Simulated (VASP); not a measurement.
# AlN (P6_3mc) in VASP: settings compared

The runs below take AlN through single point, with PBE+D4, BLYP, SVWN5.

Everything below comes from runs of VASP 6.6.1. Logs are shortened: lines on timing, memory, paths and dates and some standing lists are left out, and cuts for length are marked.

### Step 1. The cell of the first run

It takes space group P6_3mc (No. 186, hexagonal). The conventional cell has a = 3.049 Å, b = 3.049 Å, c = 4.879 Å, α = 90.00°, β = 90.00°, γ = 120.00°. Within 2.5 Å of Al (site symmetry 3m) lie 4 N at 1.85 to 1.86 Å. N (site symmetry 3m) has 4 Al at 1.85 to 1.86 Å within 2.5 Å.

### Step 2. Single point, PBE+D4

INCAR reads:

```
SYSTEM = AlN
  PREC = Accurate
  ENCUT = 520
  EDIFF = 1E-7
  ISMEAR = -1
  SIGMA = 0.05
  LREAL = .False.
  LASPH = .True.
  NELM = 100
  ALGO = Normal
  ISIF = 2
  LWAVE = .False.
  LCHARG = .False.
  GGA = PE
  IVDW = 13
  NBANDS = 16
```

KPOINTS reads:

```
Automatic mesh
0
Gamma
  10 10 6
  0 0 0
```

POSCAR reads:

```
AlN
1.0
    3.0494515564      0.0000000000      0.0000000000
   -1.5247257782      2.6409025155      0.0000000000
    0.0000000000      0.0000000000      4.8793184075
Al N
2 2
Direct
    0.6666666667      0.3333333333      0.5000000000
    0.3333333333      0.6666666667      0.0000000000
    0.6666666667      0.3333333333      0.8800000000
    0.3333333333      0.6666666667      0.3800000000
```

Potentials or basis: VASP PAW PBE potentials, release 64 (Al, N).

Command:

```console
$ cat potpaw_PBE.64/Al/POTCAR potpaw_PBE.64/N/POTCAR > POTCAR
$ mpirun -np 1 vasp_std > vasp.out
```

OUTCAR:

```text
SYSTEM = AlN
   PREC = Accurate
   ENCUT = 520
   EDIFF = 1E-7
   ISMEAR = -1
   LREAL = .False.
   LASPH = .True.
   NELM = 100
   ISIF = 2
   GGA = PE
   IVDW = 13

 ion  position               nearest neighbor table
   1  0.667  0.333  0.500-   3 1.85   4 1.86   4 1.86   4 1.86   2 3.01   2 3.01   2 3.01   2 3.01
                             2 3.01   2 3.01
   2  0.333  0.667  0.000-   4 1.85   3 1.86   3 1.86   3 1.86   1 3.01   1 3.01   1 3.01   1 3.01
                             1 3.01   1 3.01
   3  0.667  0.333  0.880-   1 1.85   2 1.86   2 1.86   2 1.86
   4  0.333  0.667  0.380-   2 1.85   1 1.86   1 1.86   1 1.86

  LATTYP: Found a hexagonal cell.
 ALAT       =     3.0494515564
 C/A-ratio  =     1.6000642467

  Lattice vectors:

 A1 = (   3.0494515564,   0.0000000000,   0.0000000000)
 A2 = (  -1.5247257782,   2.6409025155,   0.0000000000)
 A3 = (   0.0000000000,   0.0000000000,   4.8793184075)

Analysis of symmetry for initial positions (statically):
=====================================================================
 Subroutine PRICEL returns:
 Original cell was already a primitive cell.

 Routine SETGRP: Setting up the symmetry group for a
 hexagonal supercell.

 Subroutine GETGRP returns: Found 12 space group operations
 (whereof  6 operations were pure point group operations)
 out of a pool of 24 trial point group operations.

The static configuration has the point symmetry C_3v.
 The point group associated with its full space group is C_6v.

Analysis of symmetry for dynamics (positions and initial velocities):
=====================================================================
 Subroutine PRICEL returns:
 Original cell was already a primitive cell.

 Routine SETGRP: Setting up the symmetry group for a
 hexagonal supercell.

 Subroutine GETGRP returns: Found 12 space group operations
 (whereof  6 operations were pure point group operations)
 out of a pool of 24 trial point group operations.

The dynamic configuration has the point symmetry C_3v.
 The point group associated with its full space group is C_6v.

 Subroutine INISYM returns: Found 12 space group operations
 (whereof  6 operations are pure point group operations),
 and found     1 'primitive' translations

----------------------------------------------------------------------------------------

                                     Primitive cell

  volume of cell :      39.2946

  direct lattice vectors                    reciprocal lattice vectors
     3.049451556  0.000000000  0.000000000     0.327927820  0.189329215  0.000000000
    -1.524725778  2.640902516  0.000000000     0.000000000  0.378658430  0.000000000
     0.000000000  0.000000000  4.879318407     0.000000000  0.000000000  0.204946658

  length of vectors
     3.049451556  3.049451556  4.879318407     0.378658430  0.378658430  0.204946658

  position of ions in fractional coordinates (direct lattice)
     0.666666667  0.333333333  0.500000000
     0.333333333  0.666666667  0.000000000
     0.666666667  0.333333333  0.880000000
     0.333333333  0.666666667  0.380000000

  ion indices of the primitive-cell ions
   primitive index   ion index
                 1           1
                 2           2
                 3           3
                 4           4

----------------------------------------------------------------------------------------

 KPOINTS: Automatic mesh

Automatic generation of k-mesh.
 Grid dimensions read from file:
 generate k-points for:   10   10    6

 Generating k-lattice:

  Cartesian coordinates                     Fractional coordinates (reciprocal lattice)
     0.032792782  0.018932921  0.000000000     0.100000000 -0.000000000  0.000000000
     0.000000000  0.037865843  0.000000000     0.000000000  0.100000000  0.000000000
     0.000000000  0.000000000  0.034157776     0.000000000  0.000000000  0.166666667

  Length of vectors
     0.037865843  0.037865843  0.034157776

  Shift w.r.t. Gamma in fractional coordinates (k-lattice)
     0.000000000  0.000000000  0.000000000

 Subroutine IBZKPT returns following result:
 ===========================================

 Found     56 irreducible k-points:

 Following reciprocal coordinates:
            Coordinates               Weight
  0.000000  0.000000  0.000000      1.000000
  0.100000 -0.000000  0.000000      6.000000
  0.200000 -0.000000  0.000000      6.000000
  0.300000 -0.000000  0.000000      6.000000
  0.400000 -0.000000  0.000000      6.000000
  0.500000 -0.000000  0.000000      3.000000
[... 16 lines left out ...]
  0.300000  0.100000  0.166667     24.000000
  0.400000  0.100000  0.166667     24.000000
 [... further k-points ...]
   k-points           NKPTS =     56   k-points in BZ     NKDIM =     56   number of bands    NBANDS=     16
   number of dos      NEDOS =    301   number of ions     NIONS =      4
   total plane-waves  NPLWV =  20736
   dimension x,y,z NGX =    24 NGY =   24 NGZ =   36
[... 70 lines left out ...]
  band No.  band energies     occupation
      1      -8.8081      2.00000
      2      -6.4626      2.00000
      3       0.4761      2.00000
      4       5.8726      2.00000
      5       5.8726      2.00000
      6       6.5376      2.00000
[... 8 lines left out ...]
     15      20.5031      0.00000
     16      20.5043      0.00000

 k-point     2 :       0.1000   -0.0000    0.0000
  band No.  band energies     occupation
      1      -8.6716      2.00000
      2      -6.3848      2.00000
      3       0.6349      2.00000
      4       5.2725      2.00000
      5       5.6994      2.00000
      6       5.9750      2.00000
[... 8 lines left out ...]
     15      20.4125      0.00000
     16      20.4907      0.00000

 k-point     3 :       0.2000   -0.0000    0.0000
  band No.  band energies     occupation
      1      -8.2789      2.00000
      2      -6.1819      2.00000
      3       1.0991      2.00000
      4       3.9129      2.00000
      5       4.8452      2.00000
      6       5.3267      2.00000
[... 8 lines left out ...]
     15      19.6359      0.00000
     16      19.8731      0.00000

 k-point     4 :       0.3000   -0.0000    0.0000
  band No.  band energies     occupation
      1      -7.6883      2.00000
      2      -5.9520      2.00000
      3       1.8253      2.00000
      4       2.4912      2.00000
      5       3.6844      2.00000
      6       4.9491      2.00000
[... 8 lines left out ...]
     15      19.5087      0.00000
     16      21.3056      0.00000

 k-point     5 :       0.4000   -0.0000    0.0000
  band No.  band energies     occupation
      1      -7.0354      2.00000
      2      -5.8558      2.00000
      3       1.4554      2.00000
      4       2.6916      2.00000
      5       2.8064      2.00000
      6       4.6832      2.00000
[... 8 lines left out ...]
     15      19.7148      0.00000
     16      22.5401      0.00000

 k-point     6 :       0.5000   -0.0000    0.0000
  band No.  band energies     occupation
      1      -6.6687      2.00000
      2      -5.9130      2.00000
      3       1.0810      2.00000
      4       2.4552      2.00000
      5       3.2587      2.00000
      6       4.5886      2.00000
[... 8 lines left out ...]
     15      20.0722      0.00000
     16      22.7171      0.00000
[... 267 lines left out ...]
 k-point    21 :       0.1000    0.1000    0.1667
  band No.  band energies     occupation
      1      -8.2981      2.00000
      2      -6.4487      2.00000
      3       1.2686      2.00000
      4       4.6225      2.00000
      5       4.6487      2.00000
      6       5.5784      2.00000
[... 8 lines left out ...]
     15      19.8372      0.00000
     16      20.6766      0.00000

 k-point    22 :       0.2000    0.1000    0.1667
  band No.  band energies     occupation
      1      -7.8128      2.00000
      2      -6.1903      2.00000
      3       1.6792      2.00000
      4       3.3438      2.00000
      5       3.8275      2.00000
      6       5.0498      2.00000
[... 8 lines left out ...]
     15      19.8104      0.00000
     16      21.0526      0.00000

 k-point    23 :       0.3000    0.1000    0.1667
  band No.  band energies     occupation
      1      -7.1951      2.00000
      2      -5.9646      2.00000
      3       1.6482      2.00000
      4       2.5551      2.00000
      5       3.3152      2.00000
      6       4.5525      2.00000
[... 8 lines left out ...]
     15      19.7985      0.00000
     16      21.8544      0.00000

 k-point    24 :       0.4000    0.1000    0.1667
  band No.  band energies     occupation
      1      -6.6507      2.00000
      2      -5.9238      2.00000
      3       1.1167      2.00000
      4       2.2024      2.00000
      5       3.5470      2.00000
      6       4.3823      2.00000
[... 8 lines left out ...]
     15      19.9318      0.00000
     16      22.4045      0.00000

 [... further k-points ...]

------------------------ aborting loop because EDIFF is reached ----------------------------------------

  DFT-D4 for vdW energy calculation

  Edisp (eV):   -1.30355

  FORCE on cell =-STRESS in cart. coord.  units (eV):
  Direction    XX          YY          ZZ          XY          YZ          ZX
  --------------------------------------------------------------------------------------
  -------------------------------------------------------------------------------------
  Total       2.99963     2.99963     3.31868     0.00000    -0.00000    -0.00000
  in kB     122.30526   122.30526   135.31418     0.00000    -0.00000    -0.00000
  external pressure =      126.64 kB  Pullay stress =        0.00 kB

 VOLUME and BASIS-vectors are now :
 -----------------------------------------------------------------------------
  energy-cutoff  :      520.00
  volume of cell :       39.29
      direct lattice vectors                 reciprocal lattice vectors
     3.049451556  0.000000000  0.000000000     0.327927820  0.189329215  0.000000000
    -1.524725778  2.640902516  0.000000000     0.000000000  0.378658430  0.000000000
     0.000000000  0.000000000  4.879318407     0.000000000  0.000000000  0.204946658

 POSITION                                       TOTAL-FORCE (eV/Angst)
 -----------------------------------------------------------------------------------
      1.52473      0.88030      2.43966        -0.000000     -0.000000     -0.178915
     -0.00000      1.76060      0.00000         0.000000      0.000000     -0.178915
      1.52473      0.88030      4.29380         0.000000     -0.000000      0.178915
     -0.00000      1.76060      1.85414        -0.000000      0.000000      0.178915
 -----------------------------------------------------------------------------------
    total drift:                                0.000000      0.000000     -0.000076

  FREE ENERGIE OF THE ION-ELECTRON SYSTEM (eV)
  ---------------------------------------------------
  free  energy   TOTEN  =       -30.9113786255 eV

  energy  without entropy=      -30.9113786254  energy(sigma->0) =      -30.91137863
```

Run time: 21 s. Hardware: 1 thread of Intel Xeon 6975P-C (Granite Rapids), shared host; peak memory 0.15 GiB.

Results:

| Quantity | Value |
| --- | --- |
| Free energy | -30.9114 eV |
| Pressure | 12.7 GPa |
| Largest force | 0.179 eV/Å |
| Band gap on the k mesh | 4.78 eV, direct |
| Dispersion energy per atom | -0.326 eV |

Forces on the atoms (eV/Å):
```
Al   0.000  0.000 -0.179
Al   0.000  0.000 -0.179
N    0.000  0.000  0.179
N    0.000  0.000  0.179
```

### Step 3. Single point, BLYP

INCAR reads:

```
SYSTEM = AlN
AGGAC = 1.0
AGGAX = 1.0
ALDAC = 0.0
ALDAX = 1.0
ALGO = Normal
EDIFF = 1E-6
ENCUT = 520
GGA = B5
ISIF = 2
ISMEAR = -1
LASPH = .TRUE.
LCHARG = .TRUE.
LELF = .TRUE.
LREAL = .FALSE.
LVHAR = .TRUE.
LWAVE = .FALSE.
NBANDS = 16
NELM = 60
PREC = Accurate
SIGMA = 0.05
```

KPOINTS reads:

```
k-points
0
G
  10 10 6
  0 0 0
```

POSCAR is that of step 2.

Potentials or basis: VASP PAW PBE potentials, release 64 (Al, N).

Command:

```console
$ cat potpaw_PBE.64/Al/POTCAR potpaw_PBE.64/N/POTCAR > POTCAR
$ mpirun -np 1 vasp_std > vasp.out
```

It took 19 s on 1 thread of Intel Xeon 6975P-C (Granite Rapids), shared host; peak memory 0.16 GiB.

Results (log left out):

* Free energy: -27.6252 eV
* Pressure: 22.0 GPa
* Largest force: 0.166 eV/Å
* Band gap on the k mesh: 5.07 eV, direct

Forces in eV/Å, atoms in the order of the input:
```
Al   0.000  0.000 -0.166
Al   0.000  0.000 -0.166
N    0.000  0.000  0.166
N    0.000  0.000  0.166
```

Stress tensor (GPa, compression positive):
```
21.40  0.00  0.00
 0.00 21.40  0.00
 0.00  0.00 23.16
```

Levels at points of the mesh, in eV from the valence-band top:
```csv
k point,band 4,band 5,band 6,band 7,band 8,band 9,band 10,band 11,band 12,band 13
"(0.00, 0.00, 0.00)",-0.85,-0.85,-0.19,-0.19,0.00,5.07,7.40,11.36,11.75,11.75
"(0.50, 0.00, 0.00)",-4.21,-3.41,-2.11,-1.79,-0.67,6.24,6.32,8.95,10.98,11.44
"(0.00, 0.00, 0.50)",-3.33,-0.53,-0.53,-0.53,-0.53,7.24,7.24,11.05,11.05,12.06
"(0.50, 0.00, 0.50)",-5.70,-1.47,-1.47,-1.38,-1.38,5.83,5.83,9.88,9.88,12.68
```

Caveat: the PAW data sets were made with another functional, which shifts forces and pressure a little.

### Step 4. Single point, SVWN5

INCAR reads:

```
PREC = Accurate ; ENCUT = 520
EDIFF = 1E-7 ; ISMEAR = -1
SIGMA = 0.05 ; LREAL = False
LASPH = True ; NELM = 100
ALGO = Normal ; ISIF = 2
LWAVE = False ; LCHARG = True
GGA = VW ; LELF = True
LVHAR = True ; NBANDS = 16
```

KPOINTS reads:

```
Automatic mesh
0
Gamma
  10 10 6
```

POSCAR is that of step 3.

Command:

```console
$ cat potpaw_PBE.64/Al/POTCAR potpaw_PBE.64/N/POTCAR > POTCAR
$ mpirun -np 1 vasp_std > vasp.out
```

It took 14 s on 1 thread of Intel Xeon 6975P-C (Granite Rapids), shared host; peak memory 0.14 GiB.

Results (log left out):

```
Free energy            : -32.7669 eV
Pressure               : 9.8 GPa
Largest force          : 0.170 eV/Å
Band gap on the k mesh : 4.79 eV, direct
```

Forces on the atoms (eV/Å):
```
Al   0.000  0.000 -0.170
Al   0.000  0.000 -0.170
N    0.000  0.000  0.170
N    0.000  0.000  0.170
```

Stress tensor (GPa, compression positive):
```
 9.37  0.00  0.00
 0.00  9.37  0.00
 0.00  0.00 10.67
```

Levels at points of the mesh, in eV from the valence-band top:
```tsv
k point	band 6	band 7	band 8	band 9	band 10	band 11
(0.00, 0.00, 0.00)	-0.19	-0.19	0.00	4.79	7.10	10.98
(0.50, 0.00, 0.00)	-2.16	-1.89	-0.68	5.83	5.89	8.64
(0.00, 0.00, 0.50)	-0.54	-0.54	-0.54	6.96	6.96	10.68
(0.50, 0.00, 0.50)	-1.51	-1.42	-1.42	5.42	5.42	9.51
```

Caveat: the PAW data sets were made with another functional, which shifts forces and pressure a little.

### Step 5. Single point, PBE+D4

This run uses another cell than the first one, of 10.03 Å³/atom, 1.021 times its volume.

INCAR reads:

```
PREC     = Accurate       # precision mode
ENCUT    = 520            # plane-wave cutoff, eV
EDIFF    = 1E-7           # SCF threshold, eV
ISMEAR   = -1             # smearing method
SIGMA    = 0.05           # smearing width, eV
LREAL    = False          # projectors in reciprocal space
LASPH    = True           # aspherical terms in the spheres
NELM     = 100            # most SCF steps
ALGO     = Normal         # electronic algorithm
ISIF     = 2              # what is computed and relaxed
LWAVE    = False          # write WAVECAR
LCHARG   = True           # write CHGCAR
GGA      = PE             # functional
IVDW     = 13             # dispersion correction
LELF     = True           # ELF
LVHAR    = True         
NBANDS   = 16             # bands
```

KPOINTS reads:

```
regular mesh
0
Gamma
  10 10 6
```

POSCAR reads:

```
AlN
1.0
    3.0709272750      0.0000000000      0.0000000000
   -1.5354636375      2.6595010333      0.0000000000
    0.0000000000      0.0000000000      4.9136809369
Al N
2 2
Direct
    0.6666666667      0.3333333333      0.5000000000
    0.3333333333      0.6666666667      0.0000000000
    0.6666666667      0.3333333333      0.8800000000
    0.3333333333      0.6666666667      0.3800000000
```

Command:

```console
$ cat potpaw_PBE.64/Al/POTCAR potpaw_PBE.64/N/POTCAR > POTCAR
$ mpirun -np 1 vasp_std > vasp.out
```

Run time: 20 s. Hardware: 1 thread of Intel Xeon 6975P-C (Granite Rapids), shared host; peak memory 0.17 GiB.

Results (log left out):

```
Free energy                : -30.9644 eV
Pressure                   : 7.6 GPa
Largest force              : 0.161 eV/Å
Band gap on the k mesh     : 4.59 eV, direct
Dispersion energy per atom : -0.319 eV
```

Forces in eV/Å, atoms in the order of the input:
```
Al   0.000  0.000 -0.161
Al   0.000  0.000 -0.161
N    0.000  0.000  0.161
N    0.000  0.000  0.161
```

Stress tensor (GPa, compression positive):
```
7.08 0.00 0.00
0.00 7.08 0.00
0.00 0.00 8.54
```

Levels at points of the mesh, in eV from the valence-band top:
| k point | band 4 | band 5 | band 6 | band 7 | band 8 | band 9 | band 10 | band 11 | band 12 | band 13 |
| --- | --- | --- | --- | --- | --- | --- | --- | --- | --- | --- |
| (0.00, 0.00, 0.00) | -0.85 | -0.85 | -0.19 | -0.19 | 0.00 | 4.59 | 7.02 | 10.95 | 11.46 | 11.46 |
| (0.50, 0.00, 0.00) | -4.23 | -3.42 | -2.12 | -1.83 | -0.67 | 5.91 | 5.97 | 8.56 | 10.60 | 11.15 |
| (0.00, 0.00, 0.50) | -3.38 | -0.53 | -0.53 | -0.53 | -0.53 | 6.83 | 6.83 | 10.68 | 10.68 | 11.78 |
| (0.50, 0.00, 0.50) | -5.73 | -1.47 | -1.47 | -1.39 | -1.39 | 5.47 | 5.47 | 9.54 | 9.54 | 12.32 |

A k mesh can miss the band edges. PBE gaps usually lie below the measured ones, often by a third to a half.

### Step 6. The runs side by side

```csv
level,cell,gap on the mesh (eV),pressure (GPa),largest force (eV/Å)
PBE+D4,"a = 3.049, b = 3.049, c = 4.879 Å, angles 90.0, 90.0, 120.0°, 4 atoms",4.78,12.7,0.18
BLYP,"a = 3.049, b = 3.049, c = 4.879 Å, angles 90.0, 90.0, 120.0°, 4 atoms",5.07,22.0,0.17
SVWN5,"a = 3.049, b = 3.049, c = 4.879 Å, angles 90.0, 90.0, 120.0°, 4 atoms",4.79,9.8,0.17
PBE+D4,"a = 3.071, b = 3.071, c = 4.914 Å, angles 90.0, 90.0, 120.0°, 4 atoms",4.59,7.6,0.16
```

Alike in all rows: task single point; potentials or basis VASP PAW PBE potentials, release 64 (Al, N); no spin polarisation; k mesh 10 × 10 × 6; cutoff (eV) 520; smearing fermi-dirac 0.05 eV.

On the cell as given the gap runs from 4.78 eV (PBE+D4) to 5.07 eV (BLYP). The pressure there spans 9.8 GPa (SVWN5) to 22.0 GPa (BLYP); a positive pressure means that this level wants a larger cell, a negative one a smaller.

Caveats: the PAW data sets were made with another functional, which shifts forces and pressure a little (some runs).

Total energies depend on the potentials used, so only differences within one code and one set of settings carry meaning.
